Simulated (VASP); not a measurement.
# GaP (F-43m) in VASP: a series of runs

GaP is run at these levels: r2SCAN; tasks: single point.

All numbers are computed with VASP 6.6.1; they aren't measurements. Logs are shortened: lines on timing, memory, paths and dates and some standing lists are left out, and cuts for length are marked.

## 1. The cell of the first run

Symmetry: F-43m, No. 216, cubic system. The conventional cell has a = 5.014 Å, b = 5.014 Å, c = 5.014 Å, α = 90.00°, β = 90.00°, γ = 90.00°. Ga (site symmetry -43m) has 4 P at 2.17 Å within 2.9 Å. P (site symmetry -43m) has 4 Ga at 2.17 Å within 2.9 Å.

## 2. Single point, r2SCAN (strain -0.080 along x and y, -0.080 along z)

File POSCAR:

```
GaP
1.0
    0.0000000000      2.5072300000      2.5072300000
    2.5072300000      0.0000000000      2.5072300000
    2.5072300000      2.5072300000      0.0000000000
Ga P
1 1
Direct
    0.0000000000      0.0000000000      0.0000000000
    0.7500000000      0.7500000000      0.7500000000
```

File INCAR.step1:

```
PREC = Accurate
ENCUT = 520
ISMEAR = 0
SIGMA = 0.05
LREAL = False
LASPH = True
NELM = 60
NBANDS = 16
GGA = PE
ALGO = Normal
EDIFF = 1E-4
LWAVE = True
LCHARG = False
```

File INCAR.step2:

```
PREC = Accurate
ENCUT = 520
EDIFF = 1E-6
ISMEAR = 0
SIGMA = 0.05
LREAL = False
LASPH = True
NELM = 60
ALGO = Normal
ISIF = 2
LWAVE = False
LCHARG = False
METAGGA = R2SCAN
LMIXTAU = True
NBANDS = 16
ISTART = 1
```

File KPOINTS:

```
regular mesh
0
Gamma
  8 8 8
```

Potentials or basis: VASP PAW PBE potentials, release 64 (Ga_d, P).

The run is started by

```console
$ cat potpaw_PBE.64/Ga_d/POTCAR potpaw_PBE.64/P/POTCAR > POTCAR
$ cp INCAR.step1 INCAR
$ mpirun -np 1 vasp_std > vasp.out
$ cp INCAR.step2 INCAR
$ mpirun -np 1 vasp_std > vasp.out
```

OUTCAR:

```text
PREC = Accurate
   ENCUT = 520
   EDIFF = 1E-6
   ISMEAR = 0
   LREAL = False
   LASPH = True
   NELM = 60
   ISIF = 2
   METAGGA = R2SCAN
   ISTART = 1

 ion  position               nearest neighbor table
   1  0.000  0.000  0.000-   2 2.17   2 2.17   2 2.17   2 2.17
   2  0.750  0.750  0.750-   1 2.17   1 2.17   1 2.17   1 2.17

  LATTYP: Found a face centered cubic cell.
 ALAT       =     5.0144600000

  Lattice vectors:

 A1 = (   0.0000000000,   2.5072300000,   2.5072300000)
 A2 = (   2.5072300000,   0.0000000000,   2.5072300000)
 A3 = (   2.5072300000,   2.5072300000,   0.0000000000)

Analysis of symmetry for initial positions (statically):
=====================================================================
 Subroutine PRICEL returns:
 Original cell was already a primitive cell.

 Routine SETGRP: Setting up the symmetry group for a
 face centered cubic supercell.

 Subroutine GETGRP returns: Found 24 space group operations
 (whereof 24 operations were pure point group operations)
 out of a pool of 48 trial point group operations.

The static configuration has the point symmetry T_d .

Analysis of symmetry for dynamics (positions and initial velocities):
=====================================================================
 Subroutine PRICEL returns:
 Original cell was already a primitive cell.

 Routine SETGRP: Setting up the symmetry group for a
 face centered cubic supercell.

 Subroutine GETGRP returns: Found 24 space group operations
 (whereof 24 operations were pure point group operations)
 out of a pool of 48 trial point group operations.

The dynamic configuration has the point symmetry T_d .

 Subroutine INISYM returns: Found 24 space group operations
 (whereof 24 operations are pure point group operations),
 and found     1 'primitive' translations

----------------------------------------------------------------------------------------

                                     Primitive cell

  volume of cell :      31.5219

  direct lattice vectors                    reciprocal lattice vectors
     0.000000000  2.507230000  2.507230000    -0.199423268  0.199423268  0.199423268
     2.507230000  0.000000000  2.507230000     0.199423268 -0.199423268  0.199423268
     2.507230000  2.507230000  0.000000000     0.199423268  0.199423268 -0.199423268

  length of vectors
     3.545758670  3.545758670  3.545758670     0.345411232  0.345411232  0.345411232

  position of ions in fractional coordinates (direct lattice)
     0.000000000  0.000000000  0.000000000
     0.750000000  0.750000000  0.750000000

  ion indices of the primitive-cell ions
   primitive index   ion index
                 1           1
                 2           2

----------------------------------------------------------------------------------------

 KPOINTS: regular mesh

Automatic generation of k-mesh.
 Grid dimensions read from file:
 generate k-points for:    8    8    8

 Generating k-lattice:

  Cartesian coordinates                     Fractional coordinates (reciprocal lattice)
    -0.024927908  0.024927908  0.024927908     0.125000000  0.000000000  0.000000000
     0.024927908 -0.024927908  0.024927908     0.000000000  0.125000000  0.000000000
     0.024927908  0.024927908 -0.024927908     0.000000000  0.000000000  0.125000000

  Length of vectors
     0.043176404  0.043176404  0.043176404

  Shift w.r.t. Gamma in fractional coordinates (k-lattice)
     0.000000000  0.000000000  0.000000000

 Subroutine IBZKPT returns following result:
 ===========================================

 Found     29 irreducible k-points:

 Following reciprocal coordinates:
            Coordinates               Weight
  0.000000  0.000000  0.000000      1.000000
  0.125000  0.000000  0.000000      8.000000
  0.250000  0.000000  0.000000      8.000000
  0.375000  0.000000  0.000000      8.000000
  0.500000  0.000000  0.000000      4.000000
  0.125000  0.125000  0.000000      6.000000
[... 16 lines left out ...]
  0.500000  0.250000  0.125000     48.000000
 -0.375000  0.250000  0.125000     24.000000
 [... further k-points ...]
   k-points           NKPTS =     29   k-points in BZ     NKDIM =     29   number of bands    NBANDS=     16
   number of dos      NEDOS =    301   number of ions     NIONS =      2
   total plane-waves  NPLWV =  21952
   dimension x,y,z NGX =    28 NGY =   28 NGZ =   28
   dimension x,y,z NGXF=    56 NGYF=   56 NGZF=   56
   ions per type =               1   1
   NGX,Y,Z   is equivalent  to a cutoff of  13.13, 13.13, 13.13 a.u.
   NGXF,Y,Z  is equivalent  to a cutoff of  26.26, 26.26, 26.26 a.u.
 SYSTEM =  unknown system
   PREC   = accura    normal or accurate (medium, high low for compatibility)
   ISTART =      1    job   : 0-new  1-cont  2-samecut
   ICHARG =      0    charge: 1-file 2-atom 10-const
   ISPIN  =      1    spin polarized calculation?
   LNONCOLLINEAR =      F non collinear calculations
   LSORBIT =      F    spin-orbit coupling
   LASPH  =      T    aspherical Exc in radial PAW
   ENCUT  =  520.0 eV  38.22 Ry    6.18 a.u.   6.59  6.59  6.59*2*pi/ulx,y,z
   NELM   =     60;   NELMIN=  2; NELMDL=  0     # of ELM steps
   EDIFF  = 0.1E-05   stopping-criterion for ELM
   LREAL  =      F    real-space projection
   EDIFFG = 0.1E-04   stopping-criterion for IOM
   NSW    =      0    number of steps for IOM
   IBRION =     -1    ionic relax: 0-MD 1-quasi-New 2-CG
   NFREE  =      0    steps in history (QN), initial steepest desc. (CG)
   ISIF   =      2    stress and relaxation
   ISYM   =      2    0-nonsym 1-usesym 2-fastsym
   POTIM  = 0.5000    time-step for ionic-motion
   TEBEG  =    0.0;   TEEND  =   0.0 temperature during run
   PSTRESS=    0.0 pullay stress
   NELECT =      18.0000    total number of electrons
   NUPDOWN=      -1.0000    fix difference up-down
   EMIN   =  10.00;   EMAX   =-10.00  energy-range for DOS
   EFERMI =   0.00;   METHOD = LEGACY
   ISMEAR =     0;   SIGMA  =   0.05  broadening in eV -4-tet -1-fermi 0-gaus
   EFERMI_NEDOS =   21; number of points for ismear=-14 and -15
   IALGO  =     38    algorithm
   IMIX   =      4    mixing-type and parameters
     AMIX     =   0.40;   BMIX     =  1.00
     AMIX_MAG =   1.60;   BMIX_MAG =  1.00
  volume/ion in A,a.u.               =      15.76       106.36
  Fermi-wavevector in a.u.,A,eV,Ry     =   1.358193  2.566613 25.098507  1.844688
  Thomas-Fermi vector in A             =   2.485047
   LORBIT       =      0    0 simple, 1 ext, 2 COOP (PROOUT), +10 PAW based schemes
   METAGGA = R2SCAN    functional components
   LHFCALC =     F    Hartree Fock is set to
   AEXX    =    0.0000 exact exchange contribution
   IVDW    =     0    specifies the selected vdW correction
   LEPSILON=     F    determine dielectric tensor
   LRPA    =     F    only Hartree local field effects (RPA)
 non-spin polarized calculation
 Gauss-broadening in eV      SIGMA  =   0.05
  energy-cutoff  :      520.00
  volume of cell :       31.52
 maximum number of plane-waves:       877
 NGX is ok and might be reduce to    28
   NGX = 13   NGY = 13   NGZ = 13

 number of electron      17.9999999 magnetization

 Free energy of the ion-electron system (eV)
  ---------------------------------------------------
  ext. energy  EPLUGINS =         0.00000000
  ---------------------------------------------------
  free energy    TOTEN  =       -20.61740032 eV

  energy without entropy =      -20.61740032  energy(sigma->0) =      -20.61740032

 E-fermi :   7.7409     XC(G=0): -11.8319

 val. band max:        7.4326862914   @ k =   0.0000   0.0000   0.0000
 cond. band min:       8.6992706831   @ k =   0.5000   0.5000   0.0000
 fundamental gap:      1.2665843917
 Fermi energy:         7.7409130530

 k-point     1 :       0.0000    0.0000    0.0000
  band No.  band energies     occupation
      1      -8.2843      2.00000
      2      -8.2843      2.00000
      3      -8.2842      2.00000
      4      -8.0606      2.00000
      5      -8.0606      2.00000
      6      -7.8658      2.00000
[... 8 lines left out ...]
     15      17.9641      0.00000
     16      18.2282      0.00000

 k-point     2 :       0.1250    0.0000    0.0000
  band No.  band energies     occupation
      1      -8.3650      2.00000
      2      -8.2734      2.00000
      3      -8.2734      2.00000
      4      -8.0610      2.00000
      5      -8.0610      2.00000
      6      -7.5321      2.00000
[... 8 lines left out ...]
     15      17.1866      0.00000
     16      19.1866      0.00000

 k-point     3 :       0.2500    0.0000    0.0000
  band No.  band energies     occupation
      1      -8.4517      2.00000
      2      -8.2505      2.00000
      3      -8.2505      2.00000
      4      -8.0582      2.00000
      5      -8.0582      2.00000
      6      -6.7011      2.00000
[... 8 lines left out ...]
     15      17.0424      0.00000
     16      18.8597      0.00000

 k-point     4 :       0.3750    0.0000    0.0000
  band No.  band energies     occupation
      1      -8.5058      2.00000
      2      -8.2336      2.00000
      3      -8.2335      2.00000
      4      -8.0489      2.00000
      5      -8.0489      2.00000
      6      -5.5166      2.00000
[... 8 lines left out ...]
     15      18.6997      0.00000
     16      19.7154      0.00000
[... 324 lines left out ...]
 k-point    22 :       0.3750    0.2500    0.1250
  band No.  band energies     occupation
      1      -8.4847      2.00000
      2      -8.2240      2.00000
      3      -8.2142      2.00000
      4      -8.0934      2.00000
      5      -8.0397      2.00000
      6      -6.0245      2.00000
[... 8 lines left out ...]
     15      20.4192      0.00000
     16      22.3559      0.00000

 k-point    23 :       0.5000    0.2500    0.1250
  band No.  band energies     occupation
      1      -8.5103      2.00000
      2      -8.2152      2.00000
      3      -8.1935      2.00000
      4      -8.0872      2.00000
      5      -8.0401      2.00000
      6      -4.8988      2.00000
[... 8 lines left out ...]
     15      21.0429      0.00000
     16      22.2608      0.00000

 k-point    24 :      -0.3750    0.2500    0.1250
  band No.  band energies     occupation
      1      -8.5196      2.00000
      2      -8.2141      2.00000
      3      -8.1863      2.00000
      4      -8.0772      2.00000
      5      -8.0441      2.00000
      6      -4.1160      2.00000
[... 8 lines left out ...]
     15      20.9499      0.00000
     16      22.3346      0.00000

 [... further k-points ...]

------------------------ aborting loop because EDIFF is reached ----------------------------------------

  FORCE on cell =-STRESS in cart. coord.  units (eV):
  Direction    XX          YY          ZZ          XY          YZ          ZX
  --------------------------------------------------------------------------------------
  -------------------------------------------------------------------------------------
  Total        7.3861289      7.3861289      7.3861289     -0.0000000      0.0000000     -0.0000000
  in kB      375.4178693    375.4178693    375.4178693     -0.0000000      0.0000000     -0.0000000
  external PRESSURE =     375.4178693 kB  Pullay stress =       0.0000000 kB

 VOLUME and BASIS-vectors are now :
 -----------------------------------------------------------------------------
  energy-cutoff  :      520.00
  volume of cell :       31.52
      direct lattice vectors                 reciprocal lattice vectors
     0.000000000  2.507230000  2.507230000    -0.199423268  0.199423268  0.199423268
     2.507230000  0.000000000  2.507230000     0.199423268 -0.199423268  0.199423268
     2.507230000  2.507230000  0.000000000     0.199423268  0.199423268 -0.199423268

 POSITION                                       TOTAL-FORCE (eV/Angst)
 -----------------------------------------------------------------------------------
      0.00000      0.00000      0.00000        -0.000000     -0.000000     -0.000000
      3.76084      3.76084      3.76084         0.000000      0.000000      0.000000
 -----------------------------------------------------------------------------------
    total drift:                               -0.000015     -0.000015     -0.000015

  FREE ENERGIE OF THE ION-ELECTRON SYSTEM (eV)
  ---------------------------------------------------
  free  energy   TOTEN  =       -20.6174003214 eV

  energy  without entropy=      -20.6174003214  energy(sigma->0) =      -20.61740032
```

Wall time 42 s (1 thread of Intel Xeon Platinum 8488C (Sapphire Rapids), shared host); peak memory 0.16 GiB.

Results:

| Property | Result |
| --- | --- |
| Free energy | -20.6174 eV |
| Pressure | 37.5 GPa |
| Band gap on the k mesh | 1.27 eV, indirect (least direct gap 3.97 eV) |

Caveat: the cell differs from its parent crystal (strain -0.080 along x and y, -0.080 along z); the PAW data sets were made with another functional, which shifts forces and pressure a little. A k mesh can miss the band edges.

(Part 1 of 2 ends here.)
